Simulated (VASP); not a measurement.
# ScAl2 (Fd-3m) in VASP: notebook

The runs below take ScAl2 through relaxation of cell and atoms, single point, with PBEsol.

Everything below comes from runs of VASP 6.6.1. Logs are shortened: lines on timing, memory, paths and dates and some standing lists are left out, and cuts for length are marked.

### Step 1. The cell of the first run

The structure is cubic, space group Fd-3m (No. 227). The conventional cell has a = 6.887 Å, b = 6.887 Å, c = 6.887 Å, α = 90.00°, β = 90.00°, γ = 90.00°. Sc (site symmetry -43m) has 12 Al at 2.86 Å and 4 Sc at 2.98 Å within 3.8 Å. Al (site symmetry -3m) has 6 Al at 2.43 Å and 6 Sc at 2.86 Å within 3.2 Å.

### Step 2. Relaxation of cell and atoms, PBEsol, target pressure 50 GPa, at which the enthalpy is minimised

Contents of INCAR:

```
SYSTEM = ScAl2
ALGO = Fast
EDIFF = 1E-6
EDIFFG = -0.008
ENCUT = 600
GGA = PS
IBRION = 2
ISIF = 3
ISMEAR = 0
LASPH = .TRUE.
LCHARG = .FALSE.
LREAL = .FALSE.
LWAVE = .FALSE.
NELM = 100
NSW = 70
PREC = Accurate
PSTRESS = 500.0
SIGMA = 0.1
```

Contents of KPOINTS:

```
k-points
0
G
  10 10 10
  0 0 0
```

Contents of POSCAR:

```
ScAl2
1.0
    0.0000000000      3.4433233544      3.4433233544
    3.4433233544      0.0000000000      3.4433233544
    3.4433233544      3.4433233544      0.0000000000
Sc Al
2 4
Direct
    0.5000000000      0.5000000000      0.5000000000
    0.7500000000      0.7500000000      0.7500000000
    0.1250000000      0.1250000000      0.1250000000
    0.6250000000      0.1250000000      0.1250000000
    0.1250000000      0.6250000000      0.1250000000
    0.1250000000      0.1250000000      0.6250000000
```

Potentials or basis: VASP PAW PBE potentials, release 64 (Sc_sv, Al).

Run with:

```bash
$ cat potpaw_PBE.64/Sc_sv/POTCAR potpaw_PBE.64/Al/POTCAR > POTCAR
$ mpirun -np 1 vasp_std > vasp.out
```

OUTCAR:

```text
SYSTEM = ScAl2
   EDIFF = 1E-6
   EDIFFG = -0.008
   ENCUT = 600
   GGA = PS
   IBRION = 2
   ISIF = 3
   ISMEAR = 0
   LASPH = .TRUE.
   LREAL = .FALSE.
   NELM = 100
   NSW = 70
   PREC = Accurate
   PSTRESS = 500.0

 ion  position               nearest neighbor table
   1  0.500  0.500  0.500-   3 2.86   5 2.86   6 2.86   3 2.86   4 2.86   6 2.86   3 2.86   4 2.86
                             5 2.86   4 2.86   5 2.86   6 2.86   2 2.98   2 2.98   2 2.98   2 2.98
   2  0.750  0.750  0.750-   4 2.86   5 2.86   6 2.86   3 2.86   4 2.86   5 2.86   3 2.86   4 2.86
                             6 2.86   3 2.86   5 2.86   6 2.86   1 2.98   1 2.98   1 2.98   1 2.98
   3  0.125  0.125  0.125-   4 2.43   5 2.43   6 2.43   6 2.43   5 2.43   4 2.43   1 2.86   2 2.86
                             1 2.86   2 2.86   1 2.86   2 2.86
   4  0.625  0.125  0.125-   3 2.43   6 2.43   5 2.43   3 2.43   5 2.43   6 2.43   2 2.86   1 2.86
                             1 2.86   2 2.86   2 2.86   1 2.86
   5  0.125  0.625  0.125-   3 2.43   6 2.43   3 2.43   4 2.43   6 2.43   4 2.43   2 2.86   1 2.86
                             2 2.86   2 2.86   1 2.86   1 2.86
   6  0.125  0.125  0.625-   3 2.43   3 2.43   4 2.43   5 2.43   5 2.43   4 2.43   1 2.86   2 2.86
                             1 2.86   2 2.86   1 2.86   2 2.86

  LATTYP: Found a face centered cubic cell.
 ALAT       =     6.8866467088

  Lattice vectors:

 A1 = (   0.0000000000,   3.4433233544,   3.4433233544)
 A2 = (   3.4433233544,   0.0000000000,   3.4433233544)
 A3 = (   3.4433233544,   3.4433233544,   0.0000000000)

Analysis of symmetry for initial positions (statically):
=====================================================================
 Subroutine PRICEL returns:
 Original cell was already a primitive cell.

 Routine SETGRP: Setting up the symmetry group for a
 face centered cubic supercell.

 Subroutine GETGRP returns: Found 48 space group operations
 (whereof 24 operations were pure point group operations)
 out of a pool of 48 trial point group operations.

The static configuration has the point symmetry T_d .
 The point group associated with its full space group is O_h .

Analysis of symmetry for dynamics (positions and initial velocities):
=====================================================================
 Subroutine PRICEL returns:
 Original cell was already a primitive cell.

 Routine SETGRP: Setting up the symmetry group for a
 face centered cubic supercell.

 Subroutine GETGRP returns: Found 48 space group operations
 (whereof 24 operations were pure point group operations)
 out of a pool of 48 trial point group operations.

The dynamic configuration has the point symmetry T_d .
 The point group associated with its full space group is O_h .

 Subroutine INISYM returns: Found 48 space group operations
 (whereof 24 operations are pure point group operations),
 and found     1 'primitive' translations

----------------------------------------------------------------------------------------

                                     Primitive cell

  volume of cell :      81.6514

  direct lattice vectors                    reciprocal lattice vectors
     0.000000000  3.443323354  3.443323354    -0.145208552  0.145208552  0.145208552
     3.443323354  0.000000000  3.443323354     0.145208552 -0.145208552  0.145208552
     3.443323354  3.443323354  0.000000000     0.145208552  0.145208552 -0.145208552

  length of vectors
     4.869594587  4.869594587  4.869594587     0.251508591  0.251508591  0.251508591

  position of ions in fractional coordinates (direct lattice)
     0.500000000  0.500000000  0.500000000
     0.750000000  0.750000000  0.750000000
     0.125000000  0.125000000  0.125000000
     0.625000000  0.125000000  0.125000000
     0.125000000  0.625000000  0.125000000
     0.125000000  0.125000000  0.625000000

  ion indices of the primitive-cell ions
   primitive index   ion index
                 1           1
                 2           2
                 3           3
                 4           4
                 5           5
                 6           6

----------------------------------------------------------------------------------------

 KPOINTS: k-points

Automatic generation of k-mesh.
 Grid dimensions read from file:
 generate k-points for:   10   10   10

 Generating k-lattice:

  Cartesian coordinates                     Fractional coordinates (reciprocal lattice)
    -0.014520855  0.014520855  0.014520855     0.100000000  0.000000000  0.000000000
     0.014520855 -0.014520855  0.014520855     0.000000000  0.100000000  0.000000000
     0.014520855  0.014520855 -0.014520855     0.000000000  0.000000000  0.100000000

  Length of vectors
     0.025150859  0.025150859  0.025150859

  Shift w.r.t. Gamma in fractional coordinates (k-lattice)
     0.000000000  0.000000000  0.000000000

 Subroutine IBZKPT returns following result:
 ===========================================

[... 71 lines left out ...]

--------------------------------------- Ionic step        1  -------------------------------------------

 number of electron      33.9999997 magnetization

 Free energy of the ion-electron system (eV)
  ---------------------------------------------------
  ext. energy  EPLUGINS =         0.00000000
  ---------------------------------------------------
  free energy    TOTEN  =       -29.86617364 eV

  energy without entropy =      -29.84802616  energy(sigma->0) =      -29.85709990

------------------------ aborting loop because EDIFF is reached ----------------------------------------

  FORCE on cell =-STRESS in cart. coord.  units (eV):
  Direction    XX          YY          ZZ          XY          YZ          ZX
  --------------------------------------------------------------------------------------
  -------------------------------------------------------------------------------------
  Total       21.5162092     21.5162092     21.5162092      0.0000000      0.0000000     -0.0000000
  in kB      422.1948391    422.1948391    422.1948391      0.0000000      0.0000000     -0.0000000
  external PRESSURE =     -77.8051609 kB  Pullay stress =     500.0000000 kB

 VOLUME and BASIS-vectors are now :
 -----------------------------------------------------------------------------
  energy-cutoff  :      600.00
  volume of cell :       81.65
      direct lattice vectors                 reciprocal lattice vectors
     0.000000000  3.443323354  3.443323354    -0.145208552  0.145208552  0.145208552
     3.443323354  0.000000000  3.443323354     0.145208552 -0.145208552  0.145208552
     3.443323354  3.443323354  0.000000000     0.145208552  0.145208552 -0.145208552
[... 96 lines left out ...]
  FREE ENERGIE OF THE ION-ELECTRON SYSTEM (eV)
  ---------------------------------------------------
  free  energy   TOTEN  =       -29.1674440750 eV

  energy  without entropy=      -29.1490370735  energy(sigma->0) =      -29.15824057

  enthalpy is  TOTEN    =        -4.4467061212 eV   P V=       24.7207379538

--------------------------------------- Ionic step        4  -------------------------------------------

 number of electron      34.0000003 magnetization

 Free energy of the ion-electron system (eV)
  ---------------------------------------------------
  ext. energy  EPLUGINS =         0.00000000
  ---------------------------------------------------
  free energy    TOTEN  =       -29.14886551 eV

  energy without entropy =      -29.13044779  energy(sigma->0) =      -29.13965665

 E-fermi :   9.2730     XC(G=0): -11.7011

 val. band max:        9.2584157019   @ k =  -0.3000   0.1000   0.0000
 cond. band min:       9.2779145506   @ k =  -0.4000   0.4000   0.0000
 fundamental gap:      0.0194988487
 Fermi energy:         9.2729648411

 k-point     1 :       0.0000    0.0000    0.0000
  band No.  band energies     occupation
      1     -38.7801      2.00000
      2     -38.6328      2.00000
      3     -17.7298      2.00000
      4     -17.7298      2.00000
      5     -17.7298      2.00000
      6     -17.4398      2.00000
[... 13 lines left out ...]
     20      12.3855      0.00000
     21      12.3855      0.00000
[... 529 lines left out ...]
 k-point    24 :       0.4000    0.3000    0.0000
  band No.  band energies     occupation
      1     -38.7390      2.00000
      2     -38.6738      2.00000
      3     -17.8044      2.00000
      4     -17.7999      2.00000
      5     -17.6593      2.00000
      6     -17.5271      2.00000
[... 13 lines left out ...]
     20      10.9098      0.00000
     21      11.3606      0.00000

 [... further k-points ...]

------------------------ aborting loop because EDIFF is reached ----------------------------------------

  FORCE on cell =-STRESS in cart. coord.  units (eV):
  Direction    XX          YY          ZZ          XY          YZ          ZX
  --------------------------------------------------------------------------------------
  -------------------------------------------------------------------------------------
  Total       24.6973853     24.6973853     24.6973853      0.0000000      0.0000000     -0.0000000
  in kB      499.9040389    499.9040389    499.9040389      0.0000000      0.0000000     -0.0000000
  external PRESSURE =      -0.0959611 kB  Pullay stress =     500.0000000 kB

 VOLUME and BASIS-vectors are now :
 -----------------------------------------------------------------------------
  energy-cutoff  :      600.00
  volume of cell :       79.15
      direct lattice vectors                 reciprocal lattice vectors
     0.000000000  3.407859172  3.407859172    -0.146719678  0.146719678  0.146719678
     3.407859172 -0.000000000  3.407859172     0.146719678 -0.146719678  0.146719678
     3.407859172  3.407859172  0.000000000     0.146719678  0.146719678 -0.146719678

 POSITION                                       TOTAL-FORCE (eV/Angst)
 -----------------------------------------------------------------------------------
      3.40786      3.40786      3.40786         0.000000      0.000000      0.000000
      5.11179      5.11179      5.11179        -0.000000     -0.000000     -0.000000
      0.85196      0.85196      0.85196         0.000000      0.000000     -0.000000
      0.85196      2.55589      2.55589         0.000000      0.000000     -0.000000
      2.55589      0.85196      2.55589         0.000000      0.000000     -0.000000
      2.55589      2.55589      0.85196         0.000000      0.000000     -0.000000
 -----------------------------------------------------------------------------------
    total drift:                               -0.000000     -0.000000      0.000000

  FREE ENERGIE OF THE ION-ELECTRON SYSTEM (eV)
  ---------------------------------------------------
  free  energy   TOTEN  =       -29.1488655082 eV

  energy  without entropy=      -29.1304477863  energy(sigma->0) =      -29.13965665

  enthalpy is  TOTEN    =        -4.4467393100 eV   P V=       24.7021261982

 reached required accuracy - stopping structural energy minimisation
```

Wall time 4.9 min (1 thread of AMD EPYC 9R45 (Zen 5), shared host); peak memory 0.27 GiB.

What came out:

```yaml
Free_energy: -29.1489 eV
Relaxed_volume: 13.19 Å³/atom
Relaxed_cell: a = 4.819 Å, b = 4.819 Å, c = 4.819 Å, α = 60.00°, β = 60.00°, γ = 60.00°
Space_group_after_relaxing_to_0.1_Å: Fd-3m (No. 227)
Energy_change_on_relaxing_the_run_minimises_the_enthalpy: +119.6 meV/atom
Ionic_steps: 4
Pressure_after_relaxing: 50.0 GPa
Band_gap_on_the_k_mesh: zero (bands 17 and 18 overlap by 3.04 eV)
```

Step by step:
```csv
step,energy change (eV),largest force (eV/Å),pressure (GPa),volume (Å³)
1,0.0000,0.0000,42.22,81.65
2,2.5909,0.0000,69.36,74.09
3,0.6987,0.0000,49.79,79.21
4,0.7173,0.0000,49.99,79.15
```

Final structure:
```
CELL_PARAMETERS angstrom
0.00000 3.40786 3.40786
3.40786 0.00000 3.40786
3.40786 3.40786 0.00000
ATOMIC_POSITIONS crystal
Sc 0.50000 0.50000 0.50000
Sc 0.75000 0.75000 0.75000
Al 0.12500 0.12500 0.12500
Al 0.62500 0.12500 0.12500
Al 0.12500 0.62500 0.12500
Al 0.12500 0.12500 0.62500
```

Levels at points of the mesh, in eV from the Fermi level:
| k point | band 15 | band 16 | band 17 | band 18 | band 19 | band 20 |
| --- | --- | --- | --- | --- | --- | --- |
| (0.00, 0.00, 0.00) | -2.45 | -2.45 | -2.27 | -2.27 | 0.82 | 3.11 |
| (0.50, 0.00, 0.00) | -2.02 | -0.41 | -0.16 | -0.16 | 2.08 | 2.08 |
| (0.50, 0.50, 0.00) | 0.18 | 0.18 | 0.77 | 0.77 | 0.90 | 0.90 |

Caveat: the cell is relaxed towards a set pressure, so the run minimises the enthalpy, not the energy; the PAW data sets were made with another functional, which shifts forces and pressure a little.

### Step 3. Relaxation of cell and atoms, PBEsol, target pressure 25 GPa, at which the enthalpy is minimised

This run uses another cell than the first one, of 14.76 Å³/atom.

Contents of INCAR:

```
ALGO = Fast
EDIFF = 1E-6
EDIFFG = -0.008
ENCUT = 600
GGA = PS
IBRION = 2
ISIF = 3
ISMEAR = 0
LASPH = True
LCHARG = False
LREAL = False
LWAVE = False
NELM = 100
NSW = 70
PREC = Accurate
PSTRESS = 250.0
SIGMA = 0.1
```

Contents of KPOINTS:

```
k-points
0
Gamma
  10 10 10
```

POSCAR: that of step 2 with these lines changed.

```diff
@@ -2,5 +2,5 @@
 1.0
-    0.0000000000      3.4433233544      3.4433233544
-    3.4433233544      0.0000000000      3.4433233544
-    3.4433233544      3.4433233544      0.0000000000
+    0.0000000000      3.5378209995      3.5378209995
+    3.5378209995      0.0000000000      3.5378209995
+    3.5378209995      3.5378209995      0.0000000000
 Sc Al
```

Potentials or basis: VASP PAW PBE potentials, release 64 (Sc_sv, Al).

Run with:

```bash
$ cat potpaw_PBE.64/Sc_sv/POTCAR potpaw_PBE.64/Al/POTCAR > POTCAR
$ mpirun -np 1 vasp_std > vasp.out
```

It took 2.9 min on 1 thread of AMD EPYC 9R45 (Zen 5), shared host; peak memory 0.27 GiB.

Results (log left out):

| Item | Value |
| --- | --- |
| Free energy | -31.3061 eV |
| Relaxed volume | 14.77 Å³/atom |
| Relaxed cell | a = 5.004 Å, b = 5.004 Å, c = 5.004 Å, α = 60.00°, β = 60.00°, γ = 60.00° |
| Space group after relaxing (to 0.1 Å) | Fd-3m (No. 227) |
| Energy change on relaxing (the run minimises the enthalpy) | -1.5 meV/atom |
| Ionic steps | 3 |
| Pressure after relaxing | 25.0 GPa |
| Band gap on the k mesh | zero (bands 17 and 18 overlap by 2.79 eV) |

The path:
```tsv
step	energy change (eV)	largest force (eV/Å)	pressure (GPa)	volume (Å³)
1	0.0000	0.0000	25.14	88.56
2	-0.0257	0.0000	24.76	88.73
3	-0.0089	0.0000	24.99	88.62
```

Final structure:
```cif
data_structure
_symmetry_space_group_name_H-M 'P 1'
_symmetry_Int_Tables_number 1
_cell_length_a 5.0043
_cell_length_b 5.0043
_cell_length_c 5.0043
_cell_angle_alpha 60.000
_cell_angle_beta 60.000
_cell_angle_gamma 60.000
_cell_volume 88.62
loop_
_atom_site_label
_atom_site_type_symbol
_atom_site_fract_x
_atom_site_fract_y
_atom_site_fract_z
_atom_site_occupancy
Sc1 Sc 0.50000 0.50000 0.50000 1
Sc2 Sc 0.75000 0.75000 0.75000 1
Al1 Al 0.12500 0.12500 0.12500 1
Al2 Al 0.62500 0.12500 0.12500 1
Al3 Al 0.12500 0.62500 0.12500 1
Al4 Al 0.12500 0.12500 0.62500 1
```

Levels at points of the mesh, in eV from the Fermi level:
```
           k point  band 14  band 15  band 16  band 17  band 18  band 19  band 20  band 21
(0.00, 0.00, 0.00)    -2.43    -2.43    -2.43    -2.04    -2.04     0.63     2.72     2.72
(0.50, 0.00, 0.00)    -1.98    -1.98    -0.38    -0.16    -0.16     1.93     1.93     2.17
(0.50, 0.50, 0.00)    -3.88     0.22     0.22     0.75     0.75     0.88     0.88     1.16
```

Caveat: the cell is relaxed towards a set pressure, so the run minimises the enthalpy, not the energy; the PAW data sets were made with another functional, which shifts forces and pressure a little.

### Step 4. Single point, PBEsol

This run uses another cell than the first one, of 17.77 Å³/atom.

Contents of INCAR:

```
SYSTEM = ScAl2
  PREC = Accurate
  ENCUT = 520
  EDIFF = 1E-6
  ISMEAR = 0
  SIGMA = 0.15
  LREAL = .False.
  LASPH = .True.
  NELM = 100
  ALGO = Fast
  ISIF = 2
  LWAVE = .False.
  LCHARG = .False.
  GGA = PS
  NBANDS = 26
```

Contents of KPOINTS:

```
Automatic mesh
0
Gamma
  12 12 12
  0 0 0
```

POSCAR: that of step 3 with these lines changed.

```diff
@@ -2,5 +2,5 @@
 1.0
-    0.0000000000      3.5378209995      3.5378209995
-    3.5378209995      0.0000000000      3.5378209995
-    3.5378209995      3.5378209995      0.0000000000
+    0.0000000000      3.7634024185      3.7634024185
+    3.7634024185      0.0000000000      3.7634024185
+    3.7634024185      3.7634024185      0.0000000000
 Sc Al
```

Run with:

```bash
$ cat potpaw_PBE.64/Sc_sv/POTCAR potpaw_PBE.64/Al/POTCAR > POTCAR
$ mpirun -np 1 vasp_std > vasp.out
```

Wall time 6.4 min (1 thread of Oxide Virtual Turin-like, shared host); peak memory 0.31 GiB.

Results (log left out):

* Free energy: -32.5323 eV
* Pressure: 0.1 GPa
* Band gap on the k mesh: zero (bands 17 and 18 overlap by 2.39 eV)

Levels at points of the mesh, in eV from the Fermi level:
```csv
k point,band 13,band 14,band 15,band 16,band 17,band 18,band 19,band 20,band 21,band 22
"(0.00, 0.00, 0.00)",-2.53,-2.42,-2.42,-2.42,-1.72,-1.72,0.35,2.15,2.15,2.15
"(0.50, 0.00, 0.00)",-3.64,-1.87,-1.87,-0.36,-0.14,-0.14,1.68,1.68,1.95,2.63
"(0.50, 0.50, 0.00)",-3.57,-3.57,0.26,0.26,0.67,0.67,0.82,0.82,1.05,1.05
```

Caveat: the PAW data sets were made with another functional, which shifts forces and pressure a little.

### Step 5. Overview

| task | cell | k mesh | cutoff (eV) | smearing | gap on the mesh (eV) | pressure (GPa) |
| --- | --- | --- | --- | --- | --- | --- |
| relaxation of cell and atoms | relaxed to 50 GPa from a = 4.870 Å, angles 60.0°, 6 atoms | 10 × 10 × 10 | 600 | gaussian 0.1 eV | none | 50.0 |
| relaxation of cell and atoms | relaxed to 25 GPa from a = 5.003 Å, angles 60.0°, 6 atoms | 10 × 10 × 10 | 600 | gaussian 0.1 eV | none | 25.0 |
| single point | a = 5.322 Å, angles 60.0°, 6 atoms | 12 × 12 × 12 | 520 | gaussian 0.15 eV | none | 0.1 |

Alike in all rows: level PBEsol; potentials or basis VASP PAW PBE potentials, release 64 (Sc_sv, Al); no spin polarisation.

Caveats: the PAW data sets were made with another functional, which shifts forces and pressure a little; the cell is relaxed towards a set pressure, so the run minimises the enthalpy, not the energy (at least some runs).

Total energies depend on the potentials used, so only differences within one code and one set of settings carry meaning.

The gap in the log of VASP goes by the Fermi energy; the results here count the filled bands.